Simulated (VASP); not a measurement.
Write the native input for VASP 6.6.1 that does the following.

| Item | Value |
| --- | --- |
| Task | single point |
| Functional | LDA |
| Potentials or basis | VASP PAW LDA potentials, release 64 (Si, C) |
| Cutoff | 600 eV |
| k mesh | 10 × 10 × 10 |
| Occupations | gaussian, width 0.01 eV |
| Spin | no spin polarisation |
| Dipole correction | no |
| Further INCAR settings | ALGO = Normal; EDIFF = 1e-06; NBANDS = 11 |

The structure of SiC lies in POSCAR:

```
SiC
1.0
    2.1644853876      2.1644853876      0.0000000000
   -2.1644853876      2.1644853876      0.0000000000
    0.0000000000      2.1644853876      2.1644853876
Si C
1 1
Direct
    0.0000000000      0.0000000000      0.0000000000
    0.7500000000      0.2500000000      0.5000000000
```

These files were run (other wordings do the same):

INCAR

```
PREC = Accurate
ENCUT = 600
EDIFF = 1E-6
ISMEAR = 0
SIGMA = 0.01
LREAL = F
LASPH = T
NELM = 120
ALGO = Normal
ISIF = 2
LWAVE = F
LCHARG = F
GGA = CA
NBANDS = 11
GGA_COMPAT = F
```

KPOINTS

```
regular mesh
0
Gamma
  10 10 10
```

Potentials or basis: VASP PAW LDA potentials, release 64 (Si, C).

Run with:

```bash
$ cat potpaw_LDA.64/Si/POTCAR potpaw_LDA.64/C/POTCAR > POTCAR
$ mpirun -np 1 vasp_std > vasp.out
```

Results of the run:

```json
{"Pressure": "0.3 GPa", "Band gap on the k mesh": "1.29 eV, indirect (least direct gap 4.52 eV)"}
```

Wall time 13 s on 1 thread of Intel Xeon 8259CL, with other jobs on the host, peak memory 0.13 GiB.
